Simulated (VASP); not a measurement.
# Ta4O (P4/mmm) in VASP: a series of runs, part 2 of 2

VASP 6.6.1. Earlier steps stand in the parts before.

### 3 Single point, PBEsol

This run uses another cell than the first one: it holds 10 atoms, not 5.

Contents of INCAR:

```
SYSTEM = Ta4O
PREC = Accurate
ENCUT = 520
EDIFF = 1E-6
ISMEAR = 0
SIGMA = 0.15
LREAL = .False.
LASPH = .True.
NELM = 60
ALGO = Normal
ISIF = 2
LWAVE = .False.
LCHARG = .False.
GGA = PS
NBANDS = 61
LUSENCCL = .False.
```

Contents of KPOINTS:

```
regular mesh
0
Gamma
  14 14 4
  0 0 0
```

Contents of POSCAR:

```
Ta4O
1.0
   -3.2109380230      0.0000000000      0.0000000000
    0.0000000000     -3.2109380230      0.0000000000
    0.0000000000      0.0000000000     14.6839668902
Ta O
8 2
Direct
    0.0000000000      0.0000000000      0.2500000000
    0.0000000000      0.0000000000      0.7500000000
    0.5000000000      0.5000000000      0.3913915977
    0.5000000000      0.5000000000      0.8913915977
    0.5000000000      0.5000000000      0.1086084023
    0.5000000000      0.5000000000      0.6086084023
    0.0000000000      0.0000000000      0.5000000000
    0.0000000000      0.0000000000      0.0000000000
    0.5000000000      0.5000000000      0.2500000000
    0.5000000000      0.5000000000      0.7500000000
```

Potentials or basis: VASP PAW PBE potentials, release 64 (Ta_pv, O).

Launch:

```
> cat potpaw_PBE.64/Ta_pv/POTCAR potpaw_PBE.64/O/POTCAR > POTCAR
> mpirun -np 1 vasp_std > vasp.out
```

OUTCAR:

```text
SYSTEM = Ta4O
   PREC = Accurate
   ENCUT = 520
   EDIFF = 1E-6
   ISMEAR = 0
   LREAL = .False.
   LASPH = .True.
   NELM = 60
   ISIF = 2
   GGA = PS

 ion  position               nearest neighbor table
   1  0.000  0.000  0.250-   9 2.27   9 2.27   9 2.27   9 2.27   5 3.08   5 3.08   3 3.08   5 3.08
                             3 3.08   3 3.08   5 3.08   3 3.08
   2  0.000  0.000  0.750-  10 2.27  10 2.27  10 2.27  10 2.27   6 3.08   6 3.08   4 3.08   6 3.08
                             4 3.08   4 3.08   6 3.08   4 3.08
   3  0.500  0.500  0.391-   9 2.08   7 2.77   7 2.77   7 2.77   7 2.77   1 3.08   1 3.08   1 3.08
                             1 3.08   6 3.19
   4  0.500  0.500  0.891-  10 2.08   8 2.77   8 2.77   8 2.77   8 2.77   2 3.08   2 3.08   2 3.08
                             2 3.08   5 3.19
   5  0.500  0.500  0.109-   9 2.08   8 2.77   8 2.77   8 2.77   8 2.77   1 3.08   1 3.08   1 3.08
                             1 3.08   4 3.19
   6  0.500  0.500  0.609-  10 2.08   7 2.77   7 2.77   7 2.77   7 2.77   2 3.08   2 3.08   2 3.08
                             2 3.08   3 3.19
   7  0.000  0.000  0.500-   3 2.77   6 2.77   3 2.77   6 2.77   3 2.77   6 2.77   3 2.77   6 2.77

   8  0.000  0.000  0.000-   4 2.77   5 2.77   4 2.77   5 2.77   4 2.77   5 2.77   4 2.77   5 2.77

   9  0.500  0.500  0.250-   3 2.08   5 2.08   1 2.27   1 2.27   1 2.27   1 2.27
  10  0.500  0.500  0.750-   4 2.08   6 2.08   2 2.27   2 2.27   2 2.27   2 2.27

  LATTYP: Found a simple tetragonal cell.
 ALAT       =     3.2109380230
 C/A-ratio  =     4.5731081650

  Lattice vectors:

 A1 = (  -3.2109380230,   0.0000000000,   0.0000000000)
 A2 = (   0.0000000000,  -3.2109380230,   0.0000000000)
 A3 = (   0.0000000000,   0.0000000000,  14.6839668902)

Analysis of symmetry for initial positions (statically):
=====================================================================
 Subroutine PRICEL returns following result:

  LATTYP: Found a simple tetragonal cell.
 ALAT       =     3.2109380230
 C/A-ratio  =     2.2865540825

  Lattice vectors:

 A1 = (  -3.2109380230,   0.0000000000,   0.0000000000)
 A2 = (   0.0000000000,  -3.2109380230,   0.0000000000)
[... 174 lines left out ...]
 Gauss-broadening in eV      SIGMA  =   0.15
  energy-cutoff  :      520.00
  volume of cell :      151.39
 maximum number of plane-waves:      4122
 NGX is ok and might be reduce to    24

 number of electron     100.0000000 magnetization

 number of electron      99.9999978 magnetization

 Free energy of the ion-electron system (eV)
  ---------------------------------------------------
  ext. energy  EPLUGINS =         0.00000000
  ---------------------------------------------------
  free energy    TOTEN  =      -117.13819180 eV

  energy without entropy =     -117.08091250  energy(sigma->0) =     -117.10955215

 E-fermi :   6.5990     XC(G=0): -12.9289

 val. band max:        6.5976674884   @ k =   0.3571   0.0714   0.0000
 cond. band min:       6.6021674141   @ k =   0.3571   0.1429   0.2500
 fundamental gap:      0.0044999257
 Fermi energy:         6.5989556909

 k-point     1 :       0.0000    0.0000    0.0000
  band No.  band energies     occupation
      1     -28.9037      2.00000
      2     -28.9037      2.00000
      3     -28.9032      2.00000
      4     -28.9032      2.00000
      5     -28.5583      2.00000
      6     -28.5482      2.00000
[... 1525 lines left out ...]
     60       9.2993      0.00000
     61       9.3144      0.00000

 [... further k-points ...]

------------------------ aborting loop because EDIFF is reached ----------------------------------------

  FORCE on cell =-STRESS in cart. coord.  units (eV):
  Direction    XX          YY          ZZ          XY          YZ          ZX
  --------------------------------------------------------------------------------------
  -------------------------------------------------------------------------------------
  Total        0.3449088      0.3449088      0.6187533      0.0000000      0.0000000      0.0000000
  in kB        3.6501239      3.6501239      6.5481835      0.0000000      0.0000000      0.0000000
  external PRESSURE =       4.6161438 kB  Pullay stress =       0.0000000 kB

 VOLUME and BASIS-vectors are now :
 -----------------------------------------------------------------------------
  energy-cutoff  :      520.00
  volume of cell :      151.39
      direct lattice vectors                 reciprocal lattice vectors
    -3.210938023  0.000000000  0.000000000    -0.311435472  0.000000000  0.000000000
     0.000000000 -3.210938023  0.000000000     0.000000000 -0.311435472  0.000000000
     0.000000000  0.000000000 14.683966890     0.000000000  0.000000000  0.068101488

 POSITION                                       TOTAL-FORCE (eV/Angst)
 -----------------------------------------------------------------------------------
      0.00000      0.00000      3.67099        -0.000000      0.000000      0.000000
      0.00000      0.00000     11.01298        -0.000000      0.000000      0.000000
     -1.60547     -1.60547      5.74718         0.000000      0.000000      0.028160
     -1.60547     -1.60547     13.08916         0.000000     -0.000000      0.028160
     -1.60547     -1.60547      1.59480        -0.000000     -0.000000     -0.028160
     -1.60547     -1.60547      8.93679        -0.000000     -0.000000     -0.028160
      0.00000      0.00000      7.34198        -0.000000      0.000000      0.000000
      0.00000      0.00000      0.00000        -0.000000      0.000000      0.000000
     -1.60547     -1.60547      3.67099         0.000000     -0.000000      0.000000
     -1.60547     -1.60547     11.01298         0.000000     -0.000000      0.000000
 -----------------------------------------------------------------------------------
    total drift:                               -0.000000      0.000000      0.000000

  FREE ENERGIE OF THE ION-ELECTRON SYSTEM (eV)
  ---------------------------------------------------
  free  energy   TOTEN  =      -117.1381918010 eV

  energy  without entropy=     -117.0809125034  energy(sigma->0) =     -117.10955215
```

OSZICAR:

```text
N       E                     dE             d eps       ncg     rms          rms(c)
DAV:   1     0.108689691998E+04    0.10869E+04   -0.55104E+04 13304   0.173E+03
DAV:   2    -0.476810073023E+02   -0.11346E+04   -0.11033E+04 14181   0.523E+02
DAV:   3    -0.123901406125E+03   -0.76220E+02   -0.73930E+02 16416   0.119E+02
DAV:   4    -0.126088659687E+03   -0.21873E+01   -0.21442E+01 16088   0.186E+01
DAV:   5    -0.126153874318E+03   -0.65215E-01   -0.64852E-01 16939   0.260E+00    0.463E+01
DAV:   6    -0.120262170518E+03    0.58917E+01   -0.60711E+01 17123   0.393E+01    0.233E+01
DAV:   7    -0.122625957798E+03   -0.23638E+01   -0.74823E+01 17381   0.268E+01    0.141E+01
DAV:   8    -0.117261676097E+03    0.53643E+01   -0.20571E+01 16854   0.176E+01    0.363E+00
DAV:   9    -0.117140518797E+03    0.12116E+00   -0.21658E+00 16675   0.769E+00    0.115E+00
DAV:  10    -0.117141069104E+03   -0.55031E-03   -0.12792E-01 16271   0.176E+00    0.692E-01
DAV:  11    -0.117142272020E+03   -0.12029E-02   -0.55806E-02 17214   0.109E+00    0.363E-01
DAV:  12    -0.117138427119E+03    0.38449E-02   -0.15573E-02 16774   0.626E-01    0.115E-01
DAV:  13    -0.117138321680E+03    0.10544E-03   -0.36299E-03 17352   0.234E-01    0.775E-02
DAV:  14    -0.117138194088E+03    0.12759E-03   -0.94031E-04 16759   0.141E-01    0.132E-02
DAV:  15    -0.117138192338E+03    0.17495E-05   -0.30732E-05 15868   0.260E-02    0.482E-03
DAV:  16    -0.117138191801E+03    0.53730E-06   -0.56003E-06 13721   0.107E-02
   1 F= -.11713819E+03 E0= -.11710955E+03  d E =-.572793E-01
```

stdout:

```text
Offloading initialized ...    1 GPUs detected
 POSCAR found type information on POSCAR TaO
 POSCAR found :  2 types and      10 ions
 scaLAPACK will be used selectively (only on CPU)
 -----------------------------------------------------------------------------
|                                                                             |
|                                                                             |
|     You enforced a specific xc type in the INCAR file but a different       |
|     I HOPE YOU KNOW WHAT YOU ARE DOING!                                     |
|                                                                             |
 -----------------------------------------------------------------------------

 LDA part: xc-table for (Slater+PW92), standard interpolation
 POSCAR, INCAR and KPOINTS ok, starting setup
 FFT: planning ... GRIDC
 FFT: planning ... GRID_SOFT
 FFT: planning ... GRID
 WAVECAR not read
 entering main loop
```

Run time: 12 min. Hardware: 1 × NVIDIA H100 80GB with 1 thread of AMD EPYC 7R13 (Zen 3), shared host; peak memory 1.8 GiB.

What came out:

```yaml
Free_energy: -117.1382 eV
Pressure: 0.5 GPa
Largest_force: 0.028 eV/Å
Band_gap_on_the_k_mesh: zero (bands 50 and 51 overlap by 1.10 eV)
```

Forces on the atoms (eV/Å):
```
Ta   0.000  0.000  0.000
Ta   0.000  0.000  0.000
Ta   0.000  0.000  0.028
Ta   0.000  0.000  0.028
Ta   0.000  0.000 -0.028
Ta   0.000  0.000 -0.028
Ta   0.000  0.000  0.000
Ta   0.000  0.000  0.000
O    0.000  0.000  0.000
O    0.000  0.000  0.000
```

Caveat: the PAW data sets were made with another functional, which shifts forces and pressure a little; spin-orbit coupling is left out, which moves the levels of the heavy elements.
